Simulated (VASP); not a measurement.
# Ca (Cmce) in VASP: single point with PBE

Aim: the single point of Ca with PBE.

Program: VASP 6.6.1. These are calculated values, not measurements. Logs are shortened: lines on timing, memory, paths and dates and some standing lists are left out, and cuts for length are marked.

## Step 1: The cell of the first run

The structure is orthorhombic, space group Cmce (No. 64). Conventional cell: a = 6.926 Å, b = 7.339 Å, c = 7.009 Å, α = 90.00°, β = 90.00°, γ = 90.00°. Ca (site symmetry m) has 9 Ca at 3.54 to 4.61 Å within 4.7 Å.

## Step 2: Single point, PBE

Input file INCAR:

```
SYSTEM = Ca
  PREC = Accurate
  ENCUT = 520
  EDIFF = 1E-7
  ISMEAR = -1
  SIGMA = 0.03
  LREAL = .FALSE.
  LASPH = .TRUE.
  NELM = 100
  ALGO = Normal
  ISIF = 2
  LWAVE = .FALSE.
  LCHARG = .FALSE.
  GGA = PE
  NBANDS = 28
```

Input file KPOINTS:

```
Automatic mesh
0
G
  7 7 5
  0 0 0
```

Input file POSCAR:

```
Ca
1.0
    3.4629657000     -3.6694915100      0.0000000000
    3.4629657000      3.6694915100      0.0000000000
    0.0000000000      0.0000000000      7.0091196500
Ca
4
Direct
    0.1617894600      0.8382105400      0.1965141100
    0.8382105400      0.1617894600      0.8034858900
    0.3382105400      0.6617894600      0.6965141100
    0.6617894600      0.3382105400      0.3034858900
```

Potentials or basis: VASP PAW PBE potentials, release 64 (Ca_sv).

Launch:

```bash
cat potpaw_PBE.64/Ca_sv/POTCAR > POTCAR
mpirun -np 1 vasp_std > vasp.out
```

OUTCAR:

```text
SYSTEM = Ca
   PREC = Accurate
   ENCUT = 520
   EDIFF = 1E-7
   ISMEAR = -1
   LREAL = .FALSE.
   LASPH = .TRUE.
   NELM = 100
   ISIF = 2
   GGA = PE

 ion  position               nearest neighbor table
   1  0.162  0.838  0.197-
   2  0.838  0.162  0.803-
   3  0.338  0.662  0.697-
   4  0.662  0.338  0.303-

  LATTYP: Found a base centered orthorhombic cell.
 ALAT       =     6.9259314000
 B/A-ratio  =     1.0596384221
 C/A-ratio  =     1.0120111282

  Lattice vectors:

 A1 = (   3.4629657000,  -3.6694915100,   0.0000000000)
 A2 = (   3.4629657000,   3.6694915100,   0.0000000000)
 A3 = (   0.0000000000,   0.0000000000,   7.0091196500)

Analysis of symmetry for initial positions (statically):
=====================================================================
 Subroutine PRICEL returns:
 Original cell was already a primitive cell.

 Routine SETGRP: Setting up the symmetry group for a
 base centered orthorhombic supercell.

 Subroutine GETGRP returns: Found  8 space group operations
 (whereof  4 operations were pure point group operations)
 out of a pool of  8 trial point group operations.

The static configuration has the point symmetry C_2h.
 The point group associated with its full space group is D_2h.

Analysis of symmetry for dynamics (positions and initial velocities):
=====================================================================
 Subroutine PRICEL returns:
 Original cell was already a primitive cell.

 Routine SETGRP: Setting up the symmetry group for a
 base centered orthorhombic supercell.

 Subroutine GETGRP returns: Found  8 space group operations
 (whereof  4 operations were pure point group operations)
 out of a pool of  8 trial point group operations.

The dynamic configuration has the point symmetry C_2h.
 The point group associated with its full space group is D_2h.

 Subroutine INISYM returns: Found  8 space group operations
 (whereof  4 operations are pure point group operations),
 and found     1 'primitive' translations

----------------------------------------------------------------------------------------

                                     Primitive cell

  volume of cell :     178.1343

  direct lattice vectors                    reciprocal lattice vectors
     3.462965700 -3.669491510  0.000000000     0.144384913 -0.136258661  0.000000000
     3.462965700  3.669491510  0.000000000     0.144384913  0.136258661  0.000000000
     0.000000000  0.000000000  7.009119650     0.000000000  0.000000000  0.142671270

  length of vectors
     5.045522706  5.045522706  7.009119650     0.198528148  0.198528148  0.142671270

  position of ions in fractional coordinates (direct lattice)
     0.161789460  0.838210540  0.196514110
     0.838210540  0.161789460  0.803485890
     0.338210540  0.661789460  0.696514110
     0.661789460  0.338210540  0.303485890

  ion indices of the primitive-cell ions
   primitive index   ion index
                 1           1
                 2           2
                 3           3
                 4           4

----------------------------------------------------------------------------------------

 KPOINTS: Automatic mesh

Automatic generation of k-mesh.
 Grid dimensions read from file:
 generate k-points for:    7    7    5

 Generating k-lattice:

  Cartesian coordinates                     Fractional coordinates (reciprocal lattice)
     0.020626416 -0.019465523  0.000000000     0.142857143  0.000000000  0.000000000
     0.020626416  0.019465523  0.000000000     0.000000000  0.142857143  0.000000000
     0.000000000  0.000000000  0.028534254     0.000000000  0.000000000  0.200000000

  Length of vectors
     0.028361164  0.028361164  0.028534254

  Shift w.r.t. Gamma in fractional coordinates (k-lattice)
     0.000000000  0.000000000  0.000000000

 Subroutine IBZKPT returns following result:
 ===========================================

 Found     48 irreducible k-points:

 Following reciprocal coordinates:
            Coordinates               Weight
  0.000000  0.000000  0.000000      1.000000
  0.142857  0.000000  0.000000      4.000000
  0.285714  0.000000  0.000000      4.000000
  0.428571  0.000000  0.000000      4.000000
  0.142857  0.142857  0.000000      2.000000
  0.285714  0.142857  0.000000      4.000000
[... 16 lines left out ...]
  0.428571  0.142857  0.200000      8.000000
 -0.428571  0.142857  0.200000      8.000000
 [... further k-points ...]
   k-points           NKPTS =     48   k-points in BZ     NKDIM =     48   number of bands    NBANDS=     28
   number of dos      NEDOS =    301   number of ions     NIONS =      4
   total plane-waves  NPLWV =  86400
   dimension x,y,z NGX =    40 NGY =   40 NGZ =   54
   dimension x,y,z NGXF=    80 NGYF=   80 NGZF=  108
   ions per type =               4
   NGX,Y,Z   is equivalent  to a cutoff of  13.18, 13.18, 12.81 a.u.
   NGXF,Y,Z  is equivalent  to a cutoff of  26.36, 26.36, 25.62 a.u.
 SYSTEM =  Ca
   PREC   = accura    normal or accurate (medium, high low for compatibility)
   ISTART =      0    job   : 0-new  1-cont  2-samecut
   ICHARG =      2    charge: 1-file 2-atom 10-const
   ISPIN  =      1    spin polarized calculation?
   LNONCOLLINEAR =      F non collinear calculations
   LSORBIT =      F    spin-orbit coupling
   LASPH  =      T    aspherical Exc in radial PAW
   ENCUT  =  520.0 eV  38.22 Ry    6.18 a.u.   9.38  9.38 13.03*2*pi/ulx,y,z
   NELM   =    100;   NELMIN=  2; NELMDL= -5     # of ELM steps
   EDIFF  = 0.1E-06   stopping-criterion for ELM
   LREAL  =      F    real-space projection
   EDIFFG = 0.1E-05   stopping-criterion for IOM
   NSW    =      0    number of steps for IOM
   IBRION =     -1    ionic relax: 0-MD 1-quasi-New 2-CG
   NFREE  =      0    steps in history (QN), initial steepest desc. (CG)
   ISIF   =      2    stress and relaxation
   ISYM   =      2    0-nonsym 1-usesym 2-fastsym
   POTIM  = 0.5000    time-step for ionic-motion
   TEBEG  =    0.0;   TEEND  =   0.0 temperature during run
   PSTRESS=    0.0 pullay stress
   NELECT =      40.0000    total number of electrons
   NUPDOWN=      -1.0000    fix difference up-down
   EMIN   =  10.00;   EMAX   =-10.00  energy-range for DOS
   EFERMI =   0.00;   METHOD = LEGACY
   ISMEAR =    -1;   SIGMA  =   0.03  broadening in eV -4-tet -1-fermi 0-gaus
   EFERMI_NEDOS =   21; number of points for ismear=-14 and -15
   IALGO  =     38    algorithm
   IMIX   =      4    mixing-type and parameters
     AMIX     =   0.40;   BMIX     =  1.00
     AMIX_MAG =   1.60;   BMIX_MAG =  1.00
  volume/ion in A,a.u.               =      44.53       300.53
  Fermi-wavevector in a.u.,A,eV,Ry     =   0.995052  1.880375 13.471508  0.990128
  Thomas-Fermi vector in A             =   2.127045
   LORBIT       =      0    0 simple, 1 ext, 2 COOP (PROOUT), +10 PAW based schemes
   GGA     = PE    functional components
   LHFCALC =     F    Hartree Fock is set to
   AEXX    =    0.0000 exact exchange contribution
   IVDW    =     0    specifies the selected vdW correction
   LEPSILON=     F    determine dielectric tensor
   LRPA    =     F    only Hartree local field effects (RPA)
 non-spin polarized calculation
  energy-cutoff  :      520.00
  volume of cell :      178.13
 maximum number of plane-waves:      4840
 NGX is ok and might be reduce to    40
   NGX = 19   NGY = 19   NGZ = 27

 number of electron      39.9999993 magnetization

 Free energy of the ion-electron system (eV)
  ---------------------------------------------------
  ext. energy  EPLUGINS =         0.00000000
  ---------------------------------------------------
  free energy    TOTEN  =        -6.63718181 eV

  energy without entropy =       -6.62083871  energy(sigma->0) =       -6.62901026

 E-fermi :   1.6819     XC(G=0):  -7.5522

 val. band max:        1.6787974933   @ k =  -0.4286   0.4286   0.0000
 cond. band min:       1.6961480676   @ k =   0.4286   0.2857   0.4000
 fundamental gap:      0.0173505742
 Fermi energy:         1.6818671201

 k-point     1 :       0.0000    0.0000    0.0000
  band No.  band energies     occupation
      1     -40.5203      2.00000
      2     -40.5060      2.00000
      3     -40.4905      2.00000
      4     -40.4885      2.00000
      5     -21.5866      2.00000
      6     -21.5777      2.00000
[... 20 lines left out ...]
     27       3.5371      0.00000
     28       3.6858      0.00000

 k-point     2 :       0.1429    0.0000    0.0000
  band No.  band energies     occupation
      1     -40.5190      2.00000
      2     -40.5050      2.00000
      3     -40.4925      2.00000
      4     -40.4889      2.00000
      5     -21.5881      2.00000
      6     -21.5708      2.00000
[... 20 lines left out ...]
     27       3.6055      0.00000
     28       3.6363      0.00000

 k-point     3 :       0.2857    0.0000    0.0000
  band No.  band energies     occupation
      1     -40.5151      2.00000
      2     -40.5022      2.00000
      3     -40.4970      2.00000
      4     -40.4908      2.00000
      5     -21.5859      2.00000
      6     -21.5508      2.00000
[... 20 lines left out ...]
     27       3.5540      0.00000
     28       3.6431      0.00000

 k-point     4 :       0.4286    0.0000    0.0000
  band No.  band energies     occupation
      1     -40.5094      2.00000
      2     -40.5030      2.00000
      3     -40.4984      2.00000
      4     -40.4942      2.00000
      5     -21.5767      2.00000
      6     -21.5616      2.00000
[... 578 lines left out ...]
     27       3.4248      0.00000
     28       3.6668      0.00000

 k-point    23 :       0.4286    0.1429    0.2000
  band No.  band energies     occupation
      1     -40.5073      2.00000
      2     -40.5034      2.00000
      3     -40.4980      2.00000
      4     -40.4962      2.00000
      5     -21.5756      2.00000
      6     -21.5506      2.00000
[... 20 lines left out ...]
     27       3.5282      0.00000
     28       3.7904      0.00000

 k-point    24 :      -0.4286    0.1429    0.2000
  band No.  band energies     occupation
      1     -40.5091      2.00000
      2     -40.5032      2.00000
      3     -40.4999      2.00000
      4     -40.4927      2.00000
      5     -21.5700      2.00000
      6     -21.5605      2.00000
[... 20 lines left out ...]
     27       3.5521      0.00000
     28       3.8663      0.00000

 [... further k-points ...]
[... 5 lines left out ...]
  --------------------------------------------------------------------------------------
  -------------------------------------------------------------------------------------
  Total       -0.0569334     -0.3314942     -0.2178830      0.0000000      0.0000000      0.0000000
  in kB       -0.5120711     -2.9815286     -1.9596851      0.0000000      0.0000000      0.0000000
  external PRESSURE =      -1.8177616 kB  Pullay stress =       0.0000000 kB

 VOLUME and BASIS-vectors are now :
 -----------------------------------------------------------------------------
  energy-cutoff  :      520.00
  volume of cell :      178.13
      direct lattice vectors                 reciprocal lattice vectors
     3.462965700 -3.669491510  0.000000000     0.144384913 -0.136258661  0.000000000
     3.462965700  3.669491510  0.000000000     0.144384913  0.136258661  0.000000000
     0.000000000  0.000000000  7.009119650     0.000000000  0.000000000  0.142671270

 POSITION                                       TOTAL-FORCE (eV/Angst)
 -----------------------------------------------------------------------------------
      3.46297      2.48212      1.37739         0.000000     -0.027719     -0.021174
      3.46297     -2.48212      5.63173         0.000000      0.027719      0.021174
      3.46297      1.18737      4.88195         0.000000      0.027719     -0.021174
      3.46297     -1.18737      2.12717         0.000000     -0.027719      0.021174
 -----------------------------------------------------------------------------------
    total drift:                               -0.000000     -0.000000     -0.000000

  FREE ENERGIE OF THE ION-ELECTRON SYSTEM (eV)
  ---------------------------------------------------
  free  energy   TOTEN  =        -6.6371818094 eV

  energy  without entropy=       -6.6208387079  energy(sigma->0) =       -6.62901026
```

Wall time 2.2 min (1 thread of AMD EPYC 9R14 (Zen 4), shared host); peak memory 0.33 GiB.

Results:

```
Free energy            : -6.6372 eV
Pressure               : -0.2 GPa
Largest force          : 0.035 eV/Å
Band gap on the k mesh : zero (band 20 reaches 1.80 eV, above the bottom of band 21 at 1.46 eV)
```

Forces in eV/Å, atoms in the order of the input:
```
Ca   0.000 -0.028 -0.021
Ca   0.000  0.028  0.021
Ca   0.000  0.028 -0.021
Ca   0.000 -0.028  0.021
```
